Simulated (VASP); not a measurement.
# Li in VASP: notebook

Li is run at these levels: PBEsol; tasks: single point, relaxation of the atoms.

All numbers are computed with VASP 6.6.1; they aren't measurements. Logs are shortened: lines on timing, memory, paths and dates and some standing lists are left out, and cuts for length are marked.

**1. The cell of the first run**

The cell holds a slab with vacuum, 5 atoms: a = 3.053 Å, b = 3.053 Å, c = 24.972 Å, α = 90.00°, β = 90.00°, γ = 120.00°.

**2. Single point, PBEsol**

Input file INCAR:

```
ALGO     = Normal         # electronic algorithm
DIPOL    = 0.5 0.5 0.500
EDIFF    = 1E-7           # SCF threshold, eV
ENCUT    = 520            # plane-wave cutoff, eV
GGA      = PS             # functional
IDIPOL   = 3            
ISIF     = 2              # what is computed and relaxed
ISMEAR   = 0              # smearing method
LASPH    = True           # aspherical terms in the spheres
LCHARG   = False          # write CHGCAR
LDIPOL   = True         
LREAL    = False          # projectors in reciprocal space
LWAVE    = False          # write WAVECAR
NBANDS   = 16             # bands
NELM     = 100            # most SCF steps
PREC     = Accurate       # precision mode
SIGMA    = 0.1            # smearing width, eV
```

Input file KPOINTS:

```
k-points
0
Gamma
  12 12 1
```

Input file POSCAR:

```
Li
1.0
    3.0534023709      0.0000000000      0.0000000000
   -1.5267011854      2.6443240212      0.0000000000
    0.0000000000      0.0000000000     24.9723703841
Li
5
Direct
    0.6666666667      0.3333333333      0.3003319222
    0.3333333333      0.6666666667      0.4001659611
    0.0000000000      0.0000000000      0.5000000000
    0.6666666667      0.3333333333      0.5998340389
    0.3333333333      0.6666666667      0.6996680778
```

Potentials or basis: VASP PAW PBE potentials, release 64 (Li_sv).

Launch:

```
$ cat potpaw_PBE.64/Li_sv/POTCAR > POTCAR
$ mpirun -np 1 vasp_std > vasp.out
```

OUTCAR:

```text
EDIFF = 1E-7
   ENCUT = 520
   GGA = PS
   ISIF = 2
   ISMEAR = 0
   LASPH = True
   LREAL = False
   NELM = 100
   PREC = Accurate

 ion  position               nearest neighbor table
   1  0.667  0.333  0.300-
   2  0.333  0.667  0.400-
   3  0.000  0.000  0.500-
   4  0.667  0.333  0.600-
   5  0.333  0.667  0.700-

  LATTYP: Found a hexagonal cell.
 ALAT       =     3.0534023709
 C/A-ratio  =     8.1785390036

  Lattice vectors:

 A1 = (   3.0534023709,   0.0000000000,   0.0000000000)
 A2 = (  -1.5267011854,   2.6443240212,   0.0000000000)
 A3 = (   0.0000000000,   0.0000000000,  24.9723703841)

Analysis of symmetry for initial positions (statically):
=====================================================================
 Subroutine PRICEL returns:
 Original cell was already a primitive cell.

 Routine SETGRP: Setting up the symmetry group for a
 hexagonal supercell.

 Subroutine GETGRP returns: Found 12 space group operations
 (whereof 12 operations were pure point group operations)
 out of a pool of 24 trial point group operations.

The static configuration has the point symmetry D_3d.

Analysis of symmetry for dynamics (positions and initial velocities):
=====================================================================
 Subroutine PRICEL returns:
 Original cell was already a primitive cell.

 Routine SETGRP: Setting up the symmetry group for a
 hexagonal supercell.

 Subroutine GETGRP returns: Found 12 space group operations
 (whereof 12 operations were pure point group operations)
 out of a pool of 24 trial point group operations.

The dynamic configuration has the point symmetry D_3d.

 Subroutine INISYM returns: Found 12 space group operations
 (whereof 12 operations are pure point group operations),
 and found     1 'primitive' translations

----------------------------------------------------------------------------------------

                                     Primitive cell

  volume of cell :     201.6315

  direct lattice vectors                    reciprocal lattice vectors
     3.053402371  0.000000000  0.000000000     0.327503512  0.189084241  0.000000000
    -1.526701185  2.644324021  0.000000000     0.000000000  0.378168482  0.000000000
     0.000000000  0.000000000 24.972370384     0.000000000  0.000000000  0.040044256

  length of vectors
     3.053402371  3.053402371 24.972370384     0.378168482  0.378168482  0.040044256

  position of ions in fractional coordinates (direct lattice)
     0.666666667  0.333333333  0.300331922
     0.333333333  0.666666667  0.400165961
     0.000000000  0.000000000  0.500000000
     0.666666667  0.333333333  0.599834039
     0.333333333  0.666666667  0.699668078

  ion indices of the primitive-cell ions
   primitive index   ion index
                 1           1
                 2           2
                 3           3
                 4           4
                 5           5

----------------------------------------------------------------------------------------

 KPOINTS: k-points

Automatic generation of k-mesh.
 Grid dimensions read from file:
 generate k-points for:   12   12    1

 Generating k-lattice:

  Cartesian coordinates                     Fractional coordinates (reciprocal lattice)
     0.027291959  0.015757020  0.000000000     0.083333333  0.000000000  0.000000000
     0.000000000  0.031514040  0.000000000     0.000000000  0.083333333  0.000000000
     0.000000000  0.000000000  0.040044256     0.000000000  0.000000000  1.000000000

  Length of vectors
     0.031514040  0.031514040  0.040044256

  Shift w.r.t. Gamma in fractional coordinates (k-lattice)
     0.000000000  0.000000000  0.000000000

 Subroutine IBZKPT returns following result:
 ===========================================

 Found     19 irreducible k-points:

 Following reciprocal coordinates:
            Coordinates               Weight
  0.000000  0.000000  0.000000      1.000000
  0.083333  0.000000  0.000000      6.000000
  0.166667  0.000000  0.000000      6.000000
  0.250000  0.000000  0.000000      6.000000
  0.333333  0.000000  0.000000      6.000000
  0.416667  0.000000  0.000000      6.000000
[... 11 lines left out ...]
  0.333333  0.250000  0.000000     12.000000
  0.333333  0.333333  0.000000      2.000000
   k-points           NKPTS =     19   k-points in BZ     NKDIM =     19   number of bands    NBANDS=     16
   number of dos      NEDOS =    301   number of ions     NIONS =      5
   total plane-waves  NPLWV = 110592
   dimension x,y,z NGX =    24 NGY =   24 NGZ =  192
   dimension x,y,z NGXF=    48 NGYF=   48 NGZF=  384
   ions per type =               5
   NGX,Y,Z   is equivalent  to a cutoff of  13.07, 13.07, 12.78 a.u.
   NGXF,Y,Z  is equivalent  to a cutoff of  26.13, 26.13, 25.56 a.u.
 SYSTEM =  unknown system
   PREC   = accura    normal or accurate (medium, high low for compatibility)
   ISTART =      0    job   : 0-new  1-cont  2-samecut
   ICHARG =      2    charge: 1-file 2-atom 10-const
   ISPIN  =      1    spin polarized calculation?
   LNONCOLLINEAR =      F non collinear calculations
   LSORBIT =      F    spin-orbit coupling
   LASPH  =      T    aspherical Exc in radial PAW
   ENCUT  =  520.0 eV  38.22 Ry    6.18 a.u.   5.68  5.68 46.43*2*pi/ulx,y,z
   NELM   =    100;   NELMIN=  2; NELMDL= -5     # of ELM steps
   EDIFF  = 0.1E-06   stopping-criterion for ELM
   LREAL  =      F    real-space projection
   EDIFFG = 0.1E-05   stopping-criterion for IOM
   NSW    =      0    number of steps for IOM
   IBRION =     -1    ionic relax: 0-MD 1-quasi-New 2-CG
   NFREE  =      0    steps in history (QN), initial steepest desc. (CG)
   ISIF   =      2    stress and relaxation
   ISYM   =      2    0-nonsym 1-usesym 2-fastsym
   POTIM  = 0.5000    time-step for ionic-motion
   TEBEG  =    0.0;   TEEND  =   0.0 temperature during run
   PSTRESS=    0.0 pullay stress
   NELECT =      15.0000    total number of electrons
   NUPDOWN=      -1.0000    fix difference up-down
   EMIN   =  10.00;   EMAX   =-10.00  energy-range for DOS
   EFERMI =   0.00;   METHOD = LEGACY
   ISMEAR =     0;   SIGMA  =   0.10  broadening in eV -4-tet -1-fermi 0-gaus
   EFERMI_NEDOS =   21; number of points for ismear=-14 and -15
   IALGO  =     38    algorithm
   IMIX   =      4    mixing-type and parameters
     AMIX     =   0.40;   BMIX     =  1.00
     AMIX_MAG =   1.60;   BMIX_MAG =  1.00
  volume/ion in A,a.u.               =      40.33       272.14
  Fermi-wavevector in a.u.,A,eV,Ry     =   0.688524  1.301122  6.450050  0.474065
  Thomas-Fermi vector in A             =   1.769349
   LORBIT       =      0    0 simple, 1 ext, 2 COOP (PROOUT), +10 PAW based schemes
   GGA     = PS    functional components
   LHFCALC =     F    Hartree Fock is set to
   AEXX    =    0.0000 exact exchange contribution
   IVDW    =     0    specifies the selected vdW correction
   LEPSILON=     F    determine dielectric tensor
   LRPA    =     F    only Hartree local field effects (RPA)
 non-spin polarized calculation
 Gauss-broadening in eV      SIGMA  =   0.10
  energy-cutoff  :      520.00
  volume of cell :      201.63
 maximum number of plane-waves:      5459
 NGX is ok and might be reduce to    24
   NGX = 11   NGY = 11   NGZ = 93

 dipolmoment           0.000000      0.000000     -0.000000 electrons x Angstroem

 number of electron      14.9999982 magnetization

 dipolmoment           0.000000      0.000000      0.000000 electrons x Angstroem

 Free energy of the ion-electron system (eV)
  ---------------------------------------------------
  ext. energy  EPLUGINS =         0.00000000
  ---------------------------------------------------
  free energy    TOTEN  =        -9.28827128 eV

  energy without entropy =       -9.26991651  energy(sigma->0) =       -9.27909390

 E-fermi :  -1.2384     XC(G=0):  -4.1722

 val. band max:       -1.2489323803   @ k =   0.3333   0.1667   0.0000
 cond. band min:      -1.2199424193   @ k =   0.0833   0.0833   0.0000
 fundamental gap:      0.0289899610
 Fermi energy:        -1.2383809782

 k-point     1 :       0.0000    0.0000    0.0000
  band No.  band energies     occupation
      1     -47.5402      2.00000
      2     -47.5402      2.00000
      3     -47.1300      2.00000
      4     -47.1294      2.00000
      5     -47.0436      2.00000
      6      -4.6483      2.00000
[... 8 lines left out ...]
     15       3.7054      0.00000
     16       3.9555      0.00000

 k-point     2 :       0.0833    0.0000    0.0000
  band No.  band energies     occupation
      1     -47.5394      2.00000
      2     -47.5394      2.00000
      3     -47.1291      2.00000
      4     -47.1286      2.00000
      5     -47.0428      2.00000
      6      -4.5376      2.00000
[... 8 lines left out ...]
     15       3.8250      0.00000
     16       4.0639      0.00000

 k-point     3 :       0.1667    0.0000    0.0000
  band No.  band energies     occupation
      1     -47.5370      2.00000
      2     -47.5370      2.00000
      3     -47.1266      2.00000
      4     -47.1262      2.00000
      5     -47.0405      2.00000
      6      -4.2054      2.00000
[... 8 lines left out ...]
     15       4.1804      0.00000
     16       4.3736      0.00000
[... 267 lines left out ...]
 k-point    18 :       0.3333    0.2500    0.0000
  band No.  band energies     occupation
      1     -47.5262      2.00000
      2     -47.5262      2.00000
      3     -47.1153      2.00000
      4     -47.1153      2.00000
      5     -47.0300      2.00000
      6      -0.5827      0.00000
[... 8 lines left out ...]
     15       3.1193      0.00000
     16       4.2874      0.00000

 k-point    19 :       0.3333    0.3333    0.0000
  band No.  band energies     occupation
      1     -47.5257      2.00000
      2     -47.5257      2.00000
      3     -47.1148      2.00000
      4     -47.1148      2.00000
      5     -47.0295      2.00000
      6       0.5433      0.00000
[... 8 lines left out ...]
     15       2.3650      0.00000
     16       5.1407      0.00000

------------------------ aborting loop because EDIFF is reached ----------------------------------------

 vacuum level on the upper side and lower side of the slab       (xc-potential included)        -0.195        -0.195

  FORCE on cell =-STRESS in cart. coord.  units (eV):
  Direction    XX          YY          ZZ          XY          YZ          ZX
  --------------------------------------------------------------------------------------
  -------------------------------------------------------------------------------------
  Total        0.3013443      0.3013443     -0.6570349      0.0000000      0.0000000     -0.0000000
  in kB        2.3945011      2.3945011     -5.2208420      0.0000000      0.0000000     -0.0000000
  external PRESSURE =      -0.1439466 kB  Pullay stress =       0.0000000 kB

 VOLUME and BASIS-vectors are now :
 -----------------------------------------------------------------------------
  energy-cutoff  :      520.00
  volume of cell :      201.63
      direct lattice vectors                 reciprocal lattice vectors
     3.053402371  0.000000000  0.000000000     0.327503512  0.189084241  0.000000000
    -1.526701185  2.644324021  0.000000000     0.000000000  0.378168482  0.000000000
     0.000000000  0.000000000 24.972370384     0.000000000  0.000000000  0.040044256

 POSITION                                       TOTAL-FORCE (eV/Angst)
 -----------------------------------------------------------------------------------
      1.52670      0.88144      7.50000         0.000000      0.000000      0.087033
     -0.00000      1.76288      9.99309         0.000000      0.000000     -0.059556
      0.00000      0.00000     12.48619         0.000000      0.000000      0.000000
      1.52670      0.88144     14.97928        -0.000000     -0.000000      0.059556
     -0.00000      1.76288     17.47237        -0.000000     -0.000000     -0.087033
 -----------------------------------------------------------------------------------
    total drift:                                0.000000      0.000000      0.000000

  FREE ENERGIE OF THE ION-ELECTRON SYSTEM (eV)
  ---------------------------------------------------
  free  energy   TOTEN  =        -9.2882712839 eV

  energy  without entropy=       -9.2699165121  energy(sigma->0) =       -9.27909390

 vacuum level on the upper side and lower side of the slab         1.916         1.916
```

Run time: 2.7 min. Hardware: 1 thread of Oxide Virtual Turin-like, shared host; peak memory 0.28 GiB.

Results:

```yaml
Free_energy: -9.2883 eV
Largest_force: 0.087 eV/Å
Band_gap_on_the_k_mesh: zero (an odd number of electrons rules out a gap without spin polarisation)
```

Forces on the atoms (eV/Å):
```
Li   0.000  0.000  0.087
Li   0.000  0.000 -0.060
Li   0.000  0.000  0.000
Li   0.000  0.000  0.060
Li   0.000  0.000 -0.087
```

Caveat: the cutoff is under 1.25 times the usual one of these potentials, so pressure, stress and relaxed cells hold a basis-set (Pulay) error; the PAW data sets were made with another functional, which shifts forces and pressure a little.

**3. Single point, PBEsol**

Input file INCAR:

```
ALGO = Normal
DIPOL = 0.5 0.5 0.500
EDIFF = 1E-6
ENCUT = 520
GGA = PS
IDIPOL = 3
ISIF = 2
ISMEAR = 0
LASPH = T
LCHARG = F
LDIPOL = T
LREAL = F
LWAVE = F
NBANDS = 16
NELM = 60
PREC = Accurate
SIGMA = 0.1
```

KPOINTS is that of step 2.

Input file POSCAR:

```
Li
1.0
    3.0534023709      0.0000000000      0.0000000000
   -1.5267011854      2.6443240212      0.0000000000
    0.0000000000      0.0000000000     24.9723703841
Li
5
Direct
    0.6666666667      0.3333333333      0.3080068152
    0.3333333333      0.6666666667      0.4022537111
    0.0000000000      0.0000000000      0.4999999997
    0.6666666667      0.3333333333      0.5977462919
    0.3333333333      0.6666666667      0.6919931822
```

Potentials or basis: VASP PAW PBE potentials, release 64 (Li_sv).

Launch:

```
$ cat potpaw_PBE.64/Li_sv/POTCAR > POTCAR
$ mpirun -np 1 vasp_std > vasp.out
```

Run time: 2.5 min. Hardware: 1 thread of Oxide Virtual Turin-like, shared host; peak memory 0.28 GiB.

Results (log left out):

- Free energy: -9.3018 eV
- Largest force: 0.003 eV/Å
- Band gap on the k mesh: zero (an odd number of electrons rules out a gap without spin polarisation)

Forces on the atoms (eV/Å):
```
Li   0.000  0.000 -0.003
Li   0.000  0.000 -0.003
Li   0.000  0.000  0.000
Li   0.000  0.000  0.003
Li   0.000  0.000  0.003
```

Levels at points of the mesh, in eV from the Fermi level:
```
           k point  band 6  band 7  band 8  band 9  band 10  band 11
(0.00, 0.00, 0.00)   -3.44   -3.07   -2.33   -1.34    -0.29     0.22
(0.50, 0.00, 0.00)    0.02    0.20    0.57    1.00     1.40     3.21
```

Caveat: the cutoff is under 1.25 times the usual one of these potentials, so pressure, stress and relaxed cells hold a basis-set (Pulay) error; the PAW data sets were made with another functional, which shifts forces and pressure a little.

**4. Relaxation of the atoms, PBEsol**

Input file INCAR:

```
ALGO = Normal
DIPOL = 0.5 0.5 0.500
EDIFF = 1E-7
EDIFFG = -0.02
ENCUT = 520
GGA = PS
IBRION = 2
IDIPOL = 3
ISIF = 2
ISMEAR = 0
LASPH = T
LCHARG = F
LDIPOL = T
LREAL = F
LWAVE = F
NELM = 100
NSW = 80
PREC = Accurate
SIGMA = 0.1
```

KPOINTS is that of step 3.

Input file POSCAR:

```
Li
1.0
    3.0534023709      0.0000000000      0.0000000000
   -1.5267011854      2.6443240212      0.0000000000
    0.0000000000      0.0000000000     24.9723703841
Li
5
Direct
    0.6666666667      0.3333333333      0.3003319222
    0.3333333333      0.6666666667      0.4001659611
    0.0000000000      0.0000000000      0.5000000000
    0.6666666667      0.3333333333      0.5998340389
    0.3333333333      0.6666666667      0.6996680778
```

Launch:

```
$ cat potpaw_PBE.64/Li_sv/POTCAR > POTCAR
$ mpirun -np 1 vasp_std > vasp.out
```

It took 7.4 min on 1 thread of Oxide Virtual Turin-like, shared host; peak memory 0.29 GiB.

The run converged. Its results:

- Free energy: -9.3007 eV
- Energy gained by relaxing: 2.5 meV/atom
- Ionic steps: 10
- Largest force after relaxing: 0.019 eV/Å
- Band gap on the k mesh: zero (an odd number of electrons rules out a gap without spin polarisation)

Forces on the atoms (eV/Å):
```
Li   0.000  0.000  0.008
Li   0.000  0.000  0.019
Li   0.000  0.000  0.000
Li   0.000  0.000 -0.019
Li   0.000  0.000 -0.008
```

Step by step:
```
step  energy change (eV)  largest force (eV/Å)  pressure (GPa)
   1              0.0000                0.0871           -0.01
   2             -0.0010                0.0833           -0.01
   3             -0.0037                0.0701            0.00
   4             -0.0072                0.0448            0.03
   5             -0.0057                0.0859            0.10
   6             -0.0080                0.0314            0.05
   7             -0.0080                0.0342            0.06
   8             -0.0086                0.0330            0.06
   9             -0.0102                0.0293            0.09
  10             -0.0125                0.0192            0.13
```

Final structure:
```yaml
crystal:
  lattice:
    - [3.05340, 0.00000, 0.00000]
    - [-1.52670, 2.64432, 0.00000]
    - [0.00000, 0.00000, 24.97237]
  atoms:
    - { symbol: Li, position: [0.66667, 0.33333, 0.30545] }
    - { symbol: Li, position: [0.33333, 0.66667, 0.40028] }
    - { symbol: Li, position: [0.00000, 0.00000, 0.50000] }
    - { symbol: Li, position: [0.66667, 0.33333, 0.59972] }
    - { symbol: Li, position: [0.33333, 0.66667, 0.69455] }
```

Levels at points of the mesh, in eV from the Fermi level:
| k point | band 5 | band 6 | band 7 | band 8 | band 9 | band 10 | band 11 |
| --- | --- | --- | --- | --- | --- | --- | --- |
| (0.00, 0.00, 0.00) | -45.82 | -3.42 | -3.07 | -2.34 | -1.37 | -0.31 | 0.18 |
| (0.50, 0.00, 0.00) | -45.81 | 0.05 | 0.21 | 0.59 | 1.00 | 1.40 | 3.20 |

Caveat: the cutoff is under 1.25 times the usual one of these potentials, so pressure, stress and relaxed cells hold a basis-set (Pulay) error; the PAW data sets were made with another functional, which shifts forces and pressure a little.

**5. The runs side by side**

```tsv
task	cell	gap on the mesh (eV)	largest force (eV/Å)
single point	a = 3.053, b = 3.053, c = 24.972 Å, angles 90.0, 90.0, 120.0°, 5 atoms, atomic positions A	none	0.09
single point	a = 3.053, b = 3.053, c = 24.972 Å, angles 90.0, 90.0, 120.0°, 5 atoms, atomic positions B	none	-
relaxation of the atoms	atoms relaxed from a = 3.053, b = 3.053, c = 24.972 Å, angles 90.0, 90.0, 120.0°, 5 atoms, atomic positions A	none	0.02
```

Alike in all rows: level PBEsol; potentials or basis VASP PAW PBE potentials, release 64 (Li_sv); no spin polarisation; k mesh 12 × 12 × 1; cutoff (eV) 520; smearing gaussian 0.1 eV.

Caveats: the cutoff is under 1.25 times the usual one of these potentials, so pressure, stress and relaxed cells hold a basis-set (Pulay) error; the PAW data sets were made with another functional, which shifts forces and pressure a little.

Absolute energies hang on the potentials; compare differences alone.
